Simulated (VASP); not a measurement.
# TiO2 (Rutile): relaxation of the atoms with PBE

TiO2 (Rutile):

```
Ti O
1.0
     4.59220    0.00000    0.00000
     0.00000    4.59220    0.00000
     0.00000    0.00000    2.95740
Ti O
2 4
Direct
  0.00000 0.00000 0.00000
  0.50000 0.50000 0.50000
  0.30496 0.30496 0.00000
  0.19504 0.80496 0.50000
  0.69504 0.69504 0.00000
  0.80496 0.19504 0.50000
```

```yaml
Program: VASP 6.6.1
Task: relaxation of the atoms
Functional: PBE
Potentials_or_basis: VASP PAW PBE potentials, release 64 (Ti_sv, O)
Cutoff: 520 eV
k_mesh: 4 × 4 × 6
Occupations: fermi-dirac, width 0.02 eV
Spin: no spin polarisation
Dipole_correction: no
Further_INCAR_settings: ALGO = Normal; EDIFF = 1e-06; IBRION = 2; EDIFFG = -0.02; NSW = 80
```

```
Energy gained by relaxing : 0.2 meV/atom
Ionic steps               : 2
Pressure after relaxing   : 5.8 GPa
Band gap on the k mesh    : 1.83 eV, direct
```

Stress tensor (GPa, compression positive):
```
5.98 0.00 0.00
0.00 5.98 0.00
0.00 0.00 5.40
```

The path:
| step | energy change (eV) | largest force (eV/Å) | pressure (GPa) |
| --- | --- | --- | --- |
| 1 | 0.0000 | 0.1258 | 6.09 |
| 2 | -0.0015 | 0.0014 | 5.79 |

Final structure:
```cif
data_structure
_symmetry_space_group_name_H-M 'P 1'
_symmetry_Int_Tables_number 1
_cell_length_a 4.5922
_cell_length_b 4.5922
_cell_length_c 2.9574
_cell_angle_alpha 90.000
_cell_angle_beta 90.000
_cell_angle_gamma 90.000
_cell_volume 62.37
loop_
_atom_site_label
_atom_site_type_symbol
_atom_site_fract_x
_atom_site_fract_y
_atom_site_fract_z
_atom_site_occupancy
Ti1 Ti 0.00000 0.00000 0.00000 1
Ti2 Ti 0.50000 0.50000 0.50000 1
O1 O 0.30403 0.30403 0.00000 1
O2 O 0.19597 0.80403 0.50000 1
O3 O 0.69597 0.69597 0.00000 1
O4 O 0.80403 0.19597 0.50000 1
```

Levels at points of the mesh, in eV from the valence-band top:
```csv
k point,band 22,band 23,band 24,band 25,band 26,band 27
"(0.00, 0.00, 0.00)",-0.46,-0.46,0.00,1.83,2.12,2.37
"(0.50, 0.00, 0.00)",-1.67,-0.75,-0.75,2.50,2.50,3.00
"(0.50, 0.50, 0.00)",-1.33,-1.09,-1.09,1.87,1.87,2.49
"(0.00, 0.00, 0.50)",-2.39,-1.43,-1.43,2.96,2.96,3.15
"(0.50, 0.00, 0.50)",-2.05,-1.05,-1.05,1.89,1.89,3.17
"(0.50, 0.50, 0.50)",-1.31,-0.68,-0.68,2.58,2.58,3.18
```

It used 160 s of CPU time on 1 thread of AMD EPYC 7R13 Processor (Zen 3) (shared host).

A k mesh can miss the band edges. PBE gaps usually lie below the measured ones, often by a third to a half.
